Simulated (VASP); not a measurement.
# Na (Pm-3n) in VASP: a series of runs

Runs on Na. Level: RPBE. Tasks: single point, relaxation of cell and atoms.

Program: VASP 6.6.1. These are calculated values, not measurements. Logs are shortened: lines on timing, memory, paths and dates and some standing lists are left out, and cuts for length are marked.

### Step 1. The cell of the first run

Symmetry: Pm-3n, No. 223, cubic system. Conventional cell: a = 6.822 Å, b = 6.822 Å, c = 6.822 Å, α = 90.00°, β = 90.00°, γ = 90.00°. Na (site symmetry m-3) has 12 Na at 3.81 Å within 5.0 Å. Within 4.5 Å of Na (site symmetry -4m2) lie 14 Na at 3.41 to 4.18 Å.

### Step 2. Single point, RPBE

Input file INCAR:

```
  ALGO = Normal
  EDIFF = 1E-6
  ENCUT = 520
  GGA = RP
  ISIF = 2
  ISMEAR = -1
  LASPH = True
  LCHARG = True
  LELF = True
  LREAL = False
  LVHAR = True
  LWAVE = False
  NBANDS = 38
  NELM = 80
  PREC = Accurate
  SIGMA = 0.1
```

Input file KPOINTS:

```
k-points
0
Gamma
  4 4 4
```

Input file POSCAR:

```
Na
1.0
    6.8223984842      0.0000000000      0.0000000000
    0.0000000000      6.8223984842      0.0000000000
    0.0000000000      0.0000000000      6.8223984842
Na
8
Direct
    1.0000000000      1.0000000000      1.0000000000
    0.5000000000      0.5000000000      0.5000000000
    0.2500000000      0.0000000000      0.5000000000
    0.7500000000      1.0000000000      0.5000000000
    0.5000000000      0.2500000000      1.0000000000
    0.5000000000      0.7500000000      1.0000000000
    0.0000000000      0.5000000000      0.2500000000
    0.0000000000      0.5000000000      0.7500000000
```

Potentials or basis: VASP PAW PBE potentials, release 64 (Na_pv).

Command:

```sh
> cat potpaw_PBE.64/Na_pv/POTCAR > POTCAR
> mpirun -np 1 vasp_std > vasp.out
```

OUTCAR:

```text
EDIFF = 1E-6
   ENCUT = 520
   GGA = RP
   ISIF = 2
   ISMEAR = -1
   LASPH = True
   LREAL = False
   NELM = 80
   PREC = Accurate

 ion  position               nearest neighbor table
   1  0.000  0.000  0.000-
   2  0.500  0.500  0.500-
   3  0.250  0.000  0.500-
   4  0.750  0.000  0.500-
   5  0.500  0.250  0.000-
   6  0.500  0.750  0.000-
   7  0.000  0.500  0.250-
   8  0.000  0.500  0.750-

  LATTYP: Found a simple cubic cell.
 ALAT       =     6.8223984842

  Lattice vectors:

 A1 = (   6.8223984842,   0.0000000000,   0.0000000000)
 A2 = (   0.0000000000,   6.8223984842,   0.0000000000)
 A3 = (   0.0000000000,   0.0000000000,   6.8223984842)

Analysis of symmetry for initial positions (statically):
=====================================================================
 Subroutine PRICEL returns:
 Original cell was already a primitive cell.

 Routine SETGRP: Setting up the symmetry group for a
 simple cubic supercell.

 Subroutine GETGRP returns: Found 48 space group operations
 (whereof 24 operations were pure point group operations)
 out of a pool of 48 trial point group operations.

The static configuration has the point symmetry T_h .
 The point group associated with its full space group is O_h .

Analysis of symmetry for dynamics (positions and initial velocities):
=====================================================================
 Subroutine PRICEL returns:
 Original cell was already a primitive cell.

 Routine SETGRP: Setting up the symmetry group for a
 simple cubic supercell.

 Subroutine GETGRP returns: Found 48 space group operations
 (whereof 24 operations were pure point group operations)
 out of a pool of 48 trial point group operations.

The dynamic configuration has the point symmetry T_h .
 The point group associated with its full space group is O_h .

 Subroutine INISYM returns: Found 48 space group operations
 (whereof 24 operations are pure point group operations),
 and found     1 'primitive' translations

----------------------------------------------------------------------------------------

                                     Primitive cell

  volume of cell :     317.5494

  direct lattice vectors                    reciprocal lattice vectors
     6.822398484  0.000000000  0.000000000     0.146576018  0.000000000  0.000000000
     0.000000000  6.822398484  0.000000000     0.000000000  0.146576018  0.000000000
     0.000000000  0.000000000  6.822398484     0.000000000  0.000000000  0.146576018

  length of vectors
     6.822398484  6.822398484  6.822398484     0.146576018  0.146576018  0.146576018

  position of ions in fractional coordinates (direct lattice)
     0.000000000  0.000000000  0.000000000
     0.500000000  0.500000000  0.500000000
     0.250000000  0.000000000  0.500000000
     0.750000000  0.000000000  0.500000000
     0.500000000  0.250000000  0.000000000
     0.500000000  0.750000000  0.000000000
     0.000000000  0.500000000  0.250000000
     0.000000000  0.500000000  0.750000000

  ion indices of the primitive-cell ions
   primitive index   ion index
                 1           1
                 2           2
                 3           3
                 4           4
                 5           5
                 6           6
                 7           7
                 8           8

----------------------------------------------------------------------------------------

 KPOINTS: k-points

Automatic generation of k-mesh.
 Grid dimensions read from file:
 generate k-points for:    4    4    4

 Generating k-lattice:

  Cartesian coordinates                     Fractional coordinates (reciprocal lattice)
     0.036644004  0.000000000  0.000000000     0.250000000  0.000000000  0.000000000
     0.000000000  0.036644004  0.000000000     0.000000000  0.250000000  0.000000000
     0.000000000  0.000000000  0.036644004     0.000000000  0.000000000  0.250000000

  Length of vectors
     0.036644004  0.036644004  0.036644004

  Shift w.r.t. Gamma in fractional coordinates (k-lattice)
     0.000000000  0.000000000  0.000000000

 Subroutine IBZKPT returns following result:
 ===========================================

 Found     10 irreducible k-points:

 Following reciprocal coordinates:
            Coordinates               Weight
  0.000000  0.000000  0.000000      1.000000
  0.250000  0.000000  0.000000      6.000000
  0.500000  0.000000  0.000000      3.000000
  0.250000  0.250000  0.000000     12.000000
  0.500000  0.250000  0.000000     12.000000
  0.500000  0.500000  0.000000      3.000000
  0.250000  0.250000  0.250000      8.000000
  0.500000  0.250000  0.250000     12.000000
  0.500000  0.500000  0.250000      6.000000
  0.500000  0.500000  0.500000      1.000000
   k-points           NKPTS =     10   k-points in BZ     NKDIM =     10   number of bands    NBANDS=     38
   number of dos      NEDOS =    301   number of ions     NIONS =      8
   total plane-waves  NPLWV = 157464
   dimension x,y,z NGX =    54 NGY =   54 NGZ =   54
   dimension x,y,z NGXF=   108 NGYF=  108 NGZF=  108
   ions per type =               8
   NGX,Y,Z   is equivalent  to a cutoff of  13.16, 13.16, 13.16 a.u.
   NGXF,Y,Z  is equivalent  to a cutoff of  26.32, 26.32, 26.32 a.u.
 SYSTEM =  unknown system
   PREC   = accura    normal or accurate (medium, high low for compatibility)
   ISTART =      0    job   : 0-new  1-cont  2-samecut
   ICHARG =      2    charge: 1-file 2-atom 10-const
   ISPIN  =      1    spin polarized calculation?
   LNONCOLLINEAR =      F non collinear calculations
   LSORBIT =      F    spin-orbit coupling
   LASPH  =      T    aspherical Exc in radial PAW
   ENCUT  =  520.0 eV  38.22 Ry    6.18 a.u.  12.69 12.69 12.69*2*pi/ulx,y,z
   NELM   =     80;   NELMIN=  2; NELMDL= -5     # of ELM steps
   EDIFF  = 0.1E-05   stopping-criterion for ELM
   LREAL  =      F    real-space projection
   EDIFFG = 0.1E-04   stopping-criterion for IOM
   NSW    =      0    number of steps for IOM
   IBRION =     -1    ionic relax: 0-MD 1-quasi-New 2-CG
   NFREE  =      0    steps in history (QN), initial steepest desc. (CG)
   ISIF   =      2    stress and relaxation
   ISYM   =      2    0-nonsym 1-usesym 2-fastsym
   POTIM  = 0.5000    time-step for ionic-motion
   TEBEG  =    0.0;   TEEND  =   0.0 temperature during run
   PSTRESS=    0.0 pullay stress
   NELECT =      56.0000    total number of electrons
   NUPDOWN=      -1.0000    fix difference up-down
   EMIN   =  10.00;   EMAX   =-10.00  energy-range for DOS
   EFERMI =   0.00;   METHOD = LEGACY
   ISMEAR =    -1;   SIGMA  =   0.10  broadening in eV -4-tet -1-fermi 0-gaus
   EFERMI_NEDOS =   21; number of points for ismear=-14 and -15
   IALGO  =     38    algorithm
   IMIX   =      4    mixing-type and parameters
     AMIX     =   0.40;   BMIX     =  1.00
     AMIX_MAG =   1.60;   BMIX_MAG =  1.00
  volume/ion in A,a.u.               =      39.69       267.87
  Fermi-wavevector in a.u.,A,eV,Ry     =   0.918052  1.734866 11.467245  0.842819
  Thomas-Fermi vector in A             =   2.043090
   LORBIT       =      0    0 simple, 1 ext, 2 COOP (PROOUT), +10 PAW based schemes
   GGA     = RP    functional components
   LHFCALC =     F    Hartree Fock is set to
   AEXX    =    0.0000 exact exchange contribution
   IVDW    =     0    specifies the selected vdW correction
   LEPSILON=     F    determine dielectric tensor
   LRPA    =     F    only Hartree local field effects (RPA)
 non-spin polarized calculation
  energy-cutoff  :      520.00
  volume of cell :      317.55
 maximum number of plane-waves:      8586
 NGX is ok and might be reduce to    54
   NGX = 25   NGY = 25   NGZ = 25

 number of electron      55.9999853 magnetization

 Free energy of the ion-electron system (eV)
  ---------------------------------------------------
  ext. energy  EPLUGINS =         0.00000000
  ---------------------------------------------------
  free energy    TOTEN  =        -9.55589226 eV

  energy without entropy =       -9.46949714  energy(sigma->0) =       -9.51269470

 E-fermi :   0.3002     XC(G=0):  -6.2153

 val. band max:       -0.0398686359   @ k =   0.5000   0.2500   0.2500
 cond. band min:       0.3179058186   @ k =   0.0000   0.0000   0.0000
 fundamental gap:      0.3577744546
 Fermi energy:         0.3002423541

 k-point     1 :       0.0000    0.0000    0.0000
  band No.  band energies     occupation
      1     -24.7692      2.00000
      2     -24.7692      2.00000
      3     -24.7663      2.00000
      4     -24.7355      2.00000
      5     -24.7355      2.00000
      6     -24.7355      2.00000
[... 30 lines left out ...]
     37       3.3319      0.00000
     38       3.3474      0.00000

 k-point     2 :       0.2500    0.0000    0.0000
  band No.  band energies     occupation
      1     -24.7692      2.00000
      2     -24.7680      2.00000
      3     -24.7614      2.00000
      4     -24.7352      2.00000
      5     -24.7352      2.00000
      6     -24.7326      2.00000
[... 30 lines left out ...]
     37       3.6413      0.00000
     38       3.6413      0.00000

 k-point     3 :       0.5000    0.0000    0.0000
  band No.  band energies     occupation
      1     -24.7688      2.00000
      2     -24.7688      2.00000
      3     -24.7458      2.00000
      4     -24.7458      2.00000
      5     -24.7349      2.00000
      6     -24.7349      2.00000
[... 30 lines left out ...]
     37       3.9604      0.00000
     38       3.9605      0.00000

 k-point     4 :       0.2500    0.2500    0.0000
  band No.  band energies     occupation
      1     -24.7689      2.00000
      2     -24.7627      2.00000
      3     -24.7611      2.00000
      4     -24.7346      2.00000
      5     -24.7331      2.00000
      6     -24.7324      2.00000
[... 30 lines left out ...]
     37       3.6131      0.00000
     38       3.8122      0.00000

 k-point     5 :       0.5000    0.2500    0.0000
  band No.  band energies     occupation
      1     -24.7691      2.00000
      2     -24.7622      2.00000
      3     -24.7463      2.00000
      4     -24.7459      2.00000
      5     -24.7341      2.00000
      6     -24.7326      2.00000
[... 30 lines left out ...]
     37       3.0268      0.00000
     38       3.4368      0.00000

 k-point     6 :       0.5000    0.5000    0.0000
  band No.  band energies     occupation
      1     -24.7694      2.00000
      2     -24.7472      2.00000
      3     -24.7463      2.00000
      4     -24.7459      2.00000
      5     -24.7459      2.00000
      6     -24.7330      2.00000
[... 30 lines left out ...]
     37       4.7035      0.00000
     38       4.7084      0.00000

 k-point     7 :       0.2500    0.2500    0.2500
  band No.  band energies     occupation
      1     -24.7628      2.00000
      2     -24.7628      2.00000
      3     -24.7611      2.00000
      4     -24.7333      2.00000
      5     -24.7333      2.00000
      6     -24.7317      2.00000
[... 30 lines left out ...]
     37       3.8691      0.00000
     38       3.9084      0.00000

 k-point     8 :       0.5000    0.2500    0.2500
  band No.  band energies     occupation
      1     -24.7625      2.00000
      2     -24.7625      2.00000
      3     -24.7464      2.00000
      4     -24.7464      2.00000
      5     -24.7327      2.00000
      6     -24.7327      2.00000
[... 30 lines left out ...]
     37       4.3676      0.00000
     38       4.3676      0.00000

 k-point     9 :       0.5000    0.5000    0.2500
  band No.  band energies     occupation
      1     -24.7628      2.00000
      2     -24.7472      2.00000
      3     -24.7466      2.00000
      4     -24.7465      2.00000
      5     -24.7465      2.00000
      6     -24.7319      2.00000
[... 30 lines left out ...]
     37       4.8932      0.00000
     38       4.8987      0.00000

 k-point    10 :       0.5000    0.5000    0.5000
  band No.  band energies     occupation
      1     -24.7470      2.00000
      2     -24.7470      2.00000
      3     -24.7470      2.00000
      4     -24.7470      2.00000
      5     -24.7470      2.00000
      6     -24.7470      2.00000
[... 30 lines left out ...]
     37       5.3904      0.00000
     38       5.3917      0.00000

------------------------ aborting loop because EDIFF is reached ----------------------------------------

  FORCE on cell =-STRESS in cart. coord.  units (eV):
  Direction    XX          YY          ZZ          XY          YZ          ZX
  --------------------------------------------------------------------------------------
  -------------------------------------------------------------------------------------
  Total        0.0182579      0.0182579      0.0182579      0.0000000      0.0000000     -0.0000000
  in kB        0.0921191      0.0921191      0.0921191      0.0000000      0.0000000     -0.0000000
  external PRESSURE =       0.0921191 kB  Pullay stress =       0.0000000 kB

 VOLUME and BASIS-vectors are now :
 -----------------------------------------------------------------------------
  energy-cutoff  :      520.00
  volume of cell :      317.55
      direct lattice vectors                 reciprocal lattice vectors
     6.822398484  0.000000000  0.000000000     0.146576018  0.000000000  0.000000000
     0.000000000  6.822398484  0.000000000     0.000000000  0.146576018  0.000000000
     0.000000000  0.000000000  6.822398484     0.000000000  0.000000000  0.146576018

 POSITION                                       TOTAL-FORCE (eV/Angst)
 -----------------------------------------------------------------------------------
      0.00000      0.00000      0.00000        -0.000000     -0.000000     -0.000000
      3.41120      3.41120      3.41120        -0.000000     -0.000000     -0.000000
      1.70560      0.00000      3.41120        -0.000000     -0.000000      0.000000
      5.11680      0.00000      3.41120         0.000000      0.000000     -0.000000
      3.41120      1.70560      0.00000         0.000000     -0.000000      0.000000
      3.41120      5.11680      0.00000        -0.000000      0.000000     -0.000000
      0.00000      3.41120      1.70560        -0.000000     -0.000000     -0.000000
      0.00000      3.41120      5.11680        -0.000000      0.000000      0.000000
 -----------------------------------------------------------------------------------
    total drift:                                0.000000      0.000000      0.000000

  FREE ENERGIE OF THE ION-ELECTRON SYSTEM (eV)
  ---------------------------------------------------
  free  energy   TOTEN  =        -9.5558922644 eV

  energy  without entropy=       -9.4694971391  energy(sigma->0) =       -9.51269470
```

Run time: 54 s. Hardware: 1 thread of Intel Xeon 6975P-C (Granite Rapids), shared host; peak memory 0.4 GiB.

What came out:

```yaml
Free_energy: -9.5559 eV
Pressure: 0.0 GPa
Band_gap_on_the_k_mesh: zero (bands 28 and 29 overlap by 1.43 eV)
```

Caveat: the PAW data sets were made with another functional, which shifts forces and pressure a little.

### Step 3. Single point, RPBE

Input file INCAR:

```
SYSTEM = Na
PREC = Accurate
ENCUT = 520
EDIFF = 1E-6
ISMEAR = -1
SIGMA = 0.1
LREAL = .False.
LASPH = .True.
NELM = 100
ALGO = Normal
ISIF = 2
LWAVE = .False.
LCHARG = .True.
GGA = RP
LELF = .True.
LVHAR = .True.
NBANDS = 38
```

Input file KPOINTS:

```
regular mesh
0
Gamma
  5 5 5
  0 0 0
```

POSCAR is that of step 2.

Potentials or basis: VASP PAW PBE potentials, release 64 (Na_pv).

Command:

```sh
> cat potpaw_PBE.64/Na_pv/POTCAR > POTCAR
> mpirun -np 1 vasp_std > vasp.out
```

OUTCAR:

```text
SYSTEM = Na
   PREC = Accurate
   ENCUT = 520
   EDIFF = 1E-6
   ISMEAR = -1
   LREAL = .False.
   LASPH = .True.
   NELM = 100
   ISIF = 2
   GGA = RP

 ion  position               nearest neighbor table
   1  0.000  0.000  0.000-
   2  0.500  0.500  0.500-
   3  0.250  0.000  0.500-
   4  0.750  0.000  0.500-
   5  0.500  0.250  0.000-
   6  0.500  0.750  0.000-
   7  0.000  0.500  0.250-
   8  0.000  0.500  0.750-

  LATTYP: Found a simple cubic cell.
 ALAT       =     6.8223984842

  Lattice vectors:

 A1 = (   6.8223984842,   0.0000000000,   0.0000000000)
 A2 = (   0.0000000000,   6.8223984842,   0.0000000000)
 A3 = (   0.0000000000,   0.0000000000,   6.8223984842)

Analysis of symmetry for initial positions (statically):
=====================================================================
 Subroutine PRICEL returns:
[... 170 lines left out ...]
 E-fermi :   0.3015     XC(G=0):  -6.2154

 val. band max:        0.2263750190   @ k =   0.4000   0.4000   0.2000
 cond. band min:       0.3178541857   @ k =   0.0000   0.0000   0.0000
 fundamental gap:      0.0914791667
 Fermi energy:         0.3014739369

 k-point     1 :       0.0000    0.0000    0.0000
  band No.  band energies     occupation
      1     -24.7692      2.00000
      2     -24.7692      2.00000
      3     -24.7662      2.00000
      4     -24.7356      2.00000
      5     -24.7356      2.00000
      6     -24.7356      2.00000
[... 399 lines left out ...]
     37       4.7092      0.00000
     38       4.7669      0.00000

------------------------ aborting loop because EDIFF is reached ----------------------------------------

  FORCE on cell =-STRESS in cart. coord.  units (eV):
  Direction    XX          YY          ZZ          XY          YZ          ZX
  --------------------------------------------------------------------------------------
  -------------------------------------------------------------------------------------
  Total        0.0632320      0.0632320      0.0632320      0.0000000     -0.0000000     -0.0000000
  in kB        0.3190336      0.3190336      0.3190336      0.0000000     -0.0000000     -0.0000000
  external PRESSURE =       0.3190336 kB  Pullay stress =       0.0000000 kB

 VOLUME and BASIS-vectors are now :
 -----------------------------------------------------------------------------
  energy-cutoff  :      520.00
  volume of cell :      317.55
      direct lattice vectors                 reciprocal lattice vectors
     6.822398484  0.000000000  0.000000000     0.146576018  0.000000000  0.000000000
     0.000000000  6.822398484  0.000000000     0.000000000  0.146576018  0.000000000
     0.000000000  0.000000000  6.822398484     0.000000000  0.000000000  0.146576018

 POSITION                                       TOTAL-FORCE (eV/Angst)
 -----------------------------------------------------------------------------------
      0.00000      0.00000      0.00000        -0.000000     -0.000000     -0.000000
      3.41120      3.41120      3.41120        -0.000000     -0.000000     -0.000000
      1.70560      0.00000      3.41120        -0.000000     -0.000000     -0.000000
      5.11680      0.00000      3.41120         0.000000      0.000000      0.000000
      3.41120      1.70560      0.00000        -0.000000      0.000000      0.000000
      3.41120      5.11680      0.00000        -0.000000     -0.000000     -0.000000
      0.00000      3.41120      1.70560        -0.000000      0.000000     -0.000000
      0.00000      3.41120      5.11680         0.000000     -0.000000      0.000000
 -----------------------------------------------------------------------------------
    total drift:                                0.000000      0.000000      0.000000

  FREE ENERGIE OF THE ION-ELECTRON SYSTEM (eV)
  ---------------------------------------------------
  free  energy   TOTEN  =        -9.5209595252 eV

  energy  without entropy=       -9.3906998845  energy(sigma->0) =       -9.45582970
```

Wall time 52 s (1 thread of Intel Xeon 6975P-C (Granite Rapids), shared host); peak memory 0.42 GiB.

What came out:

* Free energy: -9.5210 eV
* Pressure: 0.0 GPa
* Band gap on the k mesh: zero (bands 28 and 29 overlap by 0.83 eV)

Caveat: the PAW data sets were made with another functional, which shifts forces and pressure a little.

(Continued in part 2 of 2.)
